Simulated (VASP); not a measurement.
# Ta (P6_3/mmc) in VASP: further runs, part 2 of 3

VASP 6.6.1. Earlier steps stand in the parts before.

### Step 4. Single point, LDA (volume scaled by 0.98)

Input file INCAR:

```
SYSTEM = Ta
ALGO = Normal
EDIFF = 1E-6
ENCUT = 520
GGA = CA
ISIF = 2
ISMEAR = -1
LASPH = .TRUE.
LCHARG = .FALSE.
LREAL = .FALSE.
LWAVE = .FALSE.
NBANDS = 18
NELM = 100
PREC = Accurate
SIGMA = 0.05
```

Input file KPOINTS:

```
k-points
0
G
  11 11 5
  0 0 0
```

Input file POSCAR:

```
Ta
1.0
    2.8809059017      0.0000000000      0.0000000000
   -1.4404529508      2.4949376968      0.0000000000
    0.0000000000      0.0000000000      5.1315999754
Ta
2
Direct
    0.3333333333      0.6666666667      0.2500000000
    0.6666666667      0.3333333333      0.7500000000
```

Potentials or basis: VASP PAW LDA potentials, release 64 (Ta_pv).

Started as:

```console
> cat potpaw_LDA.64/Ta_pv/POTCAR > POTCAR
> mpirun -np 1 vasp_std > vasp.out
```

OUTCAR:

```text
SYSTEM = Ta
   EDIFF = 1E-6
   ENCUT = 520
   GGA = CA
   ISIF = 2
   ISMEAR = -1
   LASPH = .TRUE.
   LREAL = .FALSE.
   NELM = 100
   PREC = Accurate

 ion  position               nearest neighbor table
   1  0.333  0.667  0.250-   2 3.06   2 3.06   2 3.06   2 3.06   2 3.06   2 3.06
   2  0.667  0.333  0.750-   1 3.06   1 3.06   1 3.06   1 3.06   1 3.06   1 3.06

  LATTYP: Found a hexagonal cell.
 ALAT       =     2.8809059017
 C/A-ratio  =     1.7812452577

  Lattice vectors:

 A1 = (   2.8809059017,   0.0000000000,   0.0000000000)
 A2 = (  -1.4404529508,   2.4949376968,   0.0000000000)
 A3 = (   0.0000000000,   0.0000000000,   5.1315999754)

Analysis of symmetry for initial positions (statically):
=====================================================================
 Subroutine PRICEL returns:
 Original cell was already a primitive cell.

 Routine SETGRP: Setting up the symmetry group for a
 hexagonal supercell.

 Subroutine GETGRP returns: Found 24 space group operations
 (whereof 12 operations were pure point group operations)
 out of a pool of 24 trial point group operations.

The static configuration has the point symmetry D_3d.
 The point group associated with its full space group is D_6h.

Analysis of symmetry for dynamics (positions and initial velocities):
=====================================================================
 Subroutine PRICEL returns:
 Original cell was already a primitive cell.

 Routine SETGRP: Setting up the symmetry group for a
 hexagonal supercell.

 Subroutine GETGRP returns: Found 24 space group operations
 (whereof 12 operations were pure point group operations)
 out of a pool of 24 trial point group operations.

The dynamic configuration has the point symmetry D_3d.
 The point group associated with its full space group is D_6h.

 Subroutine INISYM returns: Found 24 space group operations
 (whereof 12 operations are pure point group operations),
 and found     1 'primitive' translations

----------------------------------------------------------------------------------------

                                     Primitive cell

  volume of cell :      36.8843

  direct lattice vectors                    reciprocal lattice vectors
     2.880905902  0.000000000  0.000000000     0.347113038  0.200405806  0.000000000
    -1.440452951  2.494937697  0.000000000     0.000000000  0.400811612  0.000000000
     0.000000000  0.000000000  5.131599975     0.000000000  0.000000000  0.194870996

  length of vectors
     2.880905902  2.880905902  5.131599975     0.400811612  0.400811612  0.194870996

  position of ions in fractional coordinates (direct lattice)
     0.333333333  0.666666667  0.250000000
     0.666666667  0.333333333  0.750000000

  ion indices of the primitive-cell ions
   primitive index   ion index
                 1           1
                 2           2

----------------------------------------------------------------------------------------

 KPOINTS: k-points

Automatic generation of k-mesh.
 Grid dimensions read from file:
 generate k-points for:   11   11    5

 Generating k-lattice:

  Cartesian coordinates                     Fractional coordinates (reciprocal lattice)
     0.031555731  0.018218710  0.000000000     0.090909091  0.000000000  0.000000000
     0.000000000  0.036437419  0.000000000     0.000000000  0.090909091  0.000000000
     0.000000000  0.000000000  0.038974199     0.000000000  0.000000000  0.200000000

  Length of vectors
     0.036437419  0.036437419  0.038974199

  Shift w.r.t. Gamma in fractional coordinates (k-lattice)
     0.000000000  0.000000000  0.000000000

 Subroutine IBZKPT returns following result:
 ===========================================

 Found     48 irreducible k-points:

 Following reciprocal coordinates:
            Coordinates               Weight
  0.000000  0.000000  0.000000      1.000000
  0.090909  0.000000  0.000000      6.000000
  0.181818  0.000000  0.000000      6.000000
  0.272727 -0.000000  0.000000      6.000000
  0.363636  0.000000  0.000000      6.000000
  0.454545  0.000000  0.000000      6.000000
[... 16 lines left out ...]
  0.090909  0.090909  0.200000     12.000000
  0.181818  0.090909  0.200000     24.000000
 [... further k-points ...]
   k-points           NKPTS =     48   k-points in BZ     NKDIM =     48   number of bands    NBANDS=     18
   number of dos      NEDOS =    301   number of ions     NIONS =      2
   total plane-waves  NPLWV =  23040
   dimension x,y,z NGX =    24 NGY =   24 NGZ =   40
   dimension x,y,z NGXF=    48 NGYF=   48 NGZF=   80
   ions per type =               2
   NGX,Y,Z   is equivalent  to a cutoff of  13.85, 13.85, 12.96 a.u.
   NGXF,Y,Z  is equivalent  to a cutoff of  27.70, 27.70, 25.92 a.u.
 SYSTEM =  Ta
   PREC   = accura    normal or accurate (medium, high low for compatibility)
   ISTART =      0    job   : 0-new  1-cont  2-samecut
   ICHARG =      2    charge: 1-file 2-atom 10-const
   ISPIN  =      1    spin polarized calculation?
   LNONCOLLINEAR =      F non collinear calculations
   LSORBIT =      F    spin-orbit coupling
   LASPH  =      T    aspherical Exc in radial PAW
   ENCUT  =  520.0 eV  38.22 Ry    6.18 a.u.   5.36  5.36  9.54*2*pi/ulx,y,z
   NELM   =    100;   NELMIN=  2; NELMDL= -5     # of ELM steps
   EDIFF  = 0.1E-05   stopping-criterion for ELM
   LREAL  =      F    real-space projection
   EDIFFG = 0.1E-04   stopping-criterion for IOM
   NSW    =      0    number of steps for IOM
   IBRION =     -1    ionic relax: 0-MD 1-quasi-New 2-CG
   NFREE  =      0    steps in history (QN), initial steepest desc. (CG)
   ISIF   =      2    stress and relaxation
   ISYM   =      2    0-nonsym 1-usesym 2-fastsym
   POTIM  = 0.5000    time-step for ionic-motion
   TEBEG  =    0.0;   TEEND  =   0.0 temperature during run
   PSTRESS=    0.0 pullay stress
   NELECT =      22.0000    total number of electrons
   NUPDOWN=      -1.0000    fix difference up-down
   EMIN   =  10.00;   EMAX   =-10.00  energy-range for DOS
   EFERMI =   0.00;   METHOD = LEGACY
   ISMEAR =    -1;   SIGMA  =   0.05  broadening in eV -4-tet -1-fermi 0-gaus
   EFERMI_NEDOS =   21; number of points for ismear=-14 and -15
   IALGO  =     38    algorithm
   IMIX   =      4    mixing-type and parameters
     AMIX     =   0.40;   BMIX     =  1.00
     AMIX_MAG =   1.60;   BMIX_MAG =  1.00
  volume/ion in A,a.u.               =      18.44       124.45
  Fermi-wavevector in a.u.,A,eV,Ry     =   1.378061  2.604158 25.838184  1.899053
  Thomas-Fermi vector in A             =   2.503157
   LORBIT       =      0    0 simple, 1 ext, 2 COOP (PROOUT), +10 PAW based schemes
   GGA     = CA    functional components
   LHFCALC =     F    Hartree Fock is set to
   AEXX    =    0.0000 exact exchange contribution
   IVDW    =     0    specifies the selected vdW correction
   LEPSILON=     F    determine dielectric tensor
   LRPA    =     F    only Hartree local field effects (RPA)
 non-spin polarized calculation
  energy-cutoff  :      520.00
  volume of cell :       36.88
 maximum number of plane-waves:      1027
 NGX is ok and might be reduce to    24
   NGX = 11   NGY = 11   NGZ = 19

 number of electron      22.0000002 magnetization

 Free energy of the ion-electron system (eV)
  ---------------------------------------------------
  ext. energy  EPLUGINS =         0.00000000
  ---------------------------------------------------
  free energy    TOTEN  =       -25.03411309 eV

  energy without entropy =      -25.01702491  energy(sigma->0) =      -25.02556900

 E-fermi :   5.6443     XC(G=0): -12.6638

 val. band max:        5.6257677392   @ k =   0.3636   0.0000   0.0000
 cond. band min:       5.6444567874   @ k =   0.1818   0.1818   0.0000
 fundamental gap:      0.0186890481
 Fermi energy:         5.6443203603

 k-point     1 :       0.0000    0.0000    0.0000
  band No.  band energies     occupation
      1     -28.7644      2.00000
      2     -27.8782      2.00000
      3     -27.7600      2.00000
      4     -27.7600      2.00000
      5     -27.6710      2.00000
      6     -27.6710      2.00000
[... 10 lines left out ...]
     17      10.7893      0.00000
     18      10.7893      0.00000
[... 463 lines left out ...]
 k-point    24 :       0.1818    0.0909    0.2000
  band No.  band energies     occupation
      1     -28.5487      2.00000
      2     -28.2559      2.00000
      3     -28.2155      2.00000
      4     -27.9552      2.00000
      5     -27.8888      2.00000
      6     -27.8130      2.00000
[... 10 lines left out ...]
     17      10.7011      0.00000
     18      12.4392      0.00000

 [... further k-points ...]

------------------------ aborting loop because EDIFF is reached ----------------------------------------

  FORCE on cell =-STRESS in cart. coord.  units (eV):
  Direction    XX          YY          ZZ          XY          YZ          ZX
  --------------------------------------------------------------------------------------
  -------------------------------------------------------------------------------------
  Total       -2.0005621     -2.0005621     -1.3936461     -0.0000000      0.0000000     -0.0000000
  in kB      -86.9002563    -86.9002563    -60.5370844     -0.0000000      0.0000000     -0.0000000
  external PRESSURE =     -78.1125324 kB  Pullay stress =       0.0000000 kB

 VOLUME and BASIS-vectors are now :
 -----------------------------------------------------------------------------
  energy-cutoff  :      520.00
  volume of cell :       36.88
      direct lattice vectors                 reciprocal lattice vectors
     2.880905902  0.000000000  0.000000000     0.347113038  0.200405806  0.000000000
    -1.440452951  2.494937697  0.000000000     0.000000000  0.400811612  0.000000000
     0.000000000  0.000000000  5.131599975     0.000000000  0.000000000  0.194870996

 POSITION                                       TOTAL-FORCE (eV/Angst)
 -----------------------------------------------------------------------------------
     -0.00000      1.66329      1.28290        -0.000000      0.000000      0.000000
      1.44045      0.83165      3.84870         0.000000     -0.000000      0.000000
 -----------------------------------------------------------------------------------
    total drift:                               -0.000000      0.000000     -0.000000

  FREE ENERGIE OF THE ION-ELECTRON SYSTEM (eV)
  ---------------------------------------------------
  free  energy   TOTEN  =       -25.0341130930 eV

  energy  without entropy=      -25.0170249056  energy(sigma->0) =      -25.02556900
```

OSZICAR:

```text
N       E                     dE             d eps       ncg     rms          rms(c)
DAV:   1     0.164193093506E+03    0.16419E+03   -0.12788E+04  1736   0.125E+03
DAV:   2    -0.218563880497E+02   -0.18605E+03   -0.18312E+03  2102   0.348E+02
DAV:   3    -0.259912590420E+02   -0.41349E+01   -0.40767E+01  2130   0.487E+01
DAV:   4    -0.260217558920E+02   -0.30497E-01   -0.30458E-01  1946   0.428E+00
DAV:   5    -0.260219956689E+02   -0.23978E-03   -0.23970E-03  1944   0.365E-01    0.181E+01
DAV:   6    -0.252712424992E+02    0.75075E+00   -0.78020E-01  1922   0.741E+00    0.860E+00
DAV:   7    -0.250386430381E+02    0.23260E+00   -0.61858E-01  1980   0.621E+00    0.454E-01
DAV:   8    -0.250341405856E+02    0.45025E-02   -0.79821E-03  1954   0.842E-01    0.920E-02
DAV:   9    -0.250341161434E+02    0.24442E-04   -0.16254E-04  2078   0.941E-02    0.499E-02
DAV:  10    -0.250341136721E+02    0.24713E-05   -0.21490E-05  2120   0.320E-02    0.495E-03
DAV:  11    -0.250341130930E+02    0.57908E-06   -0.20870E-06  1382   0.976E-03
   1 F= -.25034113E+02 E0= -.25025569E+02  d E =-.170882E-01
```

Run time: 24 s. Hardware: 1 thread of Intel Xeon Platinum 8375C at 2.90GHz (Ice Lake), shared host; peak memory 0.16 GiB.

What came out:

```
Free energy            : -25.0341 eV
Pressure               : -7.8 GPa
Band gap on the k mesh : zero (band 11 reaches 6.66 eV, above the bottom of band 12 at 5.06 eV)
```

Caveat: spin-orbit coupling is left out, which moves the levels of the heavy elements.

### Step 5. Single point, LDA (volume scaled by 1.02)

Input file INCAR:

```
PREC     = Accurate       # precision mode
ENCUT    = 520            # plane-wave cutoff, eV
EDIFF    = 1E-6           # SCF threshold, eV
ISMEAR   = -1             # smearing method
SIGMA    = 0.05           # smearing width, eV
LREAL    = False          # projectors in reciprocal space
LASPH    = True           # aspherical terms in the spheres
NELM     = 100            # most SCF steps
ALGO     = Normal         # electronic algorithm
ISIF     = 2              # what is computed and relaxed
LWAVE    = False          # write WAVECAR
LCHARG   = True           # write CHGCAR
GGA      = CA             # functional
LELF     = True           # ELF
LVHAR    = True         
NBANDS   = 18             # bands
```

Input file KPOINTS:

```
regular mesh
0
Gamma
  11 11 5
```

Input file POSCAR:

```
Ta
1.0
    2.9195803945      0.0000000000      0.0000000000
   -1.4597901972      2.5284307900      0.0000000000
    0.0000000000      0.0000000000      5.2004887322
Ta
2
Direct
    0.3333333333      0.6666666667      0.2500000000
    0.6666666667      0.3333333333      0.7500000000
```

Started as:

```console
> cat potpaw_LDA.64/Ta_pv/POTCAR > POTCAR
> mpirun -np 1 vasp_std > vasp.out
```

Wall time 27 s (1 thread of Intel Xeon Platinum 8375C at 2.90GHz (Ice Lake), shared host); peak memory 0.16 GiB.

It converged, with:

```yaml
Free_energy: -24.9286 eV
Pressure: -14.5 GPa
Band_gap_on_the_k_mesh: zero (band 11 reaches 6.23 eV, above the bottom of band 12 at 4.77 eV)
```

Stress tensor (GPa, compression positive):
```
-15.68   0.00   0.00
  0.00 -15.68   0.00
  0.00   0.00 -12.26
```

Levels at points of the mesh, in eV from the Fermi level:
```csv
k point,band 8,band 9,band 10,band 11,band 12,band 13,band 14,band 15
"(0.00, 0.00, 0.00)",-4.81,-0.58,-0.04,0.54,0.54,1.08,1.08,2.81
```

Caveat: spin-orbit coupling is left out, which moves the levels of the heavy elements.

[end of part 2 of 3]
